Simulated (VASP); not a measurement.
Input of a VASP 6.6.1 run:

File INCAR:

```
PREC     = Accurate       # precision mode
ENCUT    = 520            # plane-wave cutoff, eV
EDIFF    = 1E-6           # SCF threshold, eV
ISMEAR   = 0              # smearing method
SIGMA    = 0.1            # smearing width, eV
LREAL    = False          # projectors in reciprocal space
LASPH    = True           # aspherical terms in the spheres
NELM     = 80             # most SCF steps
ALGO     = Normal         # electronic algorithm
ISIF     = 2              # what is computed and relaxed
LWAVE    = False          # write WAVECAR
LCHARG   = False          # write CHGCAR
GGA      = PE             # functional
IVDW     = 12             # dispersion correction
NBANDS   = 40             # bands
```

File KPOINTS:

```
Automatic mesh
0
Gamma
  6 6 8
```

POSCAR

```
InSe8
1.0
    7.2100726396      0.0000000000      0.0000000000
   -3.6050363198      6.2441060690      0.0000000000
    0.0000000000      0.0000000000      4.7459851604
In Se
1 8
Direct
    0.0000000000      0.0000000000      0.5000000000
    0.3588632735      0.1794316368      0.1456721877
    0.3333333333      0.6666666667      0.4306371076
    0.8205683632      0.1794316368      0.1456721877
    0.8205683632      0.6411367265      0.1456721877
    0.1794316368      0.3588632735      0.8543278123
    0.1794316368      0.8205683632      0.8543278123
    0.6666666667      0.3333333333      0.5693628924
    0.6411367265      0.8205683632      0.8543278123
```

Potentials or basis: VASP PAW PBE potentials, release 64 (In_d, Se).

Run with:

```bash
$ cat potpaw_PBE.64/In_d/POTCAR potpaw_PBE.64/Se/POTCAR > POTCAR
$ mpirun -np 1 vasp_std > vasp.out
```

Task: Estimate the dispersion energy per atom.

Result: -0.369 eV.

Task: Estimate the band gap on the k mesh.

Result: Zero (an odd number of electrons rules out a gap without spin polarisation).

Task: Estimate the pressure.

Result: 0.0 GPa.

Task: Estimate the largest force.

Result: 0.008 eV/Å.

Forces in eV/Å, atoms in the order of the input:
```
In   0.000  0.000  0.000
Se   0.006  0.004  0.003
Se   0.000  0.000 -0.002
Se  -0.006  0.004  0.003
Se   0.000 -0.007  0.003
Se   0.000  0.007 -0.003
Se   0.006 -0.004 -0.003
Se   0.000  0.000  0.002
Se  -0.006 -0.004 -0.003
```

Caveat: spin-orbit coupling is left out, which moves the levels of the heavy elements.
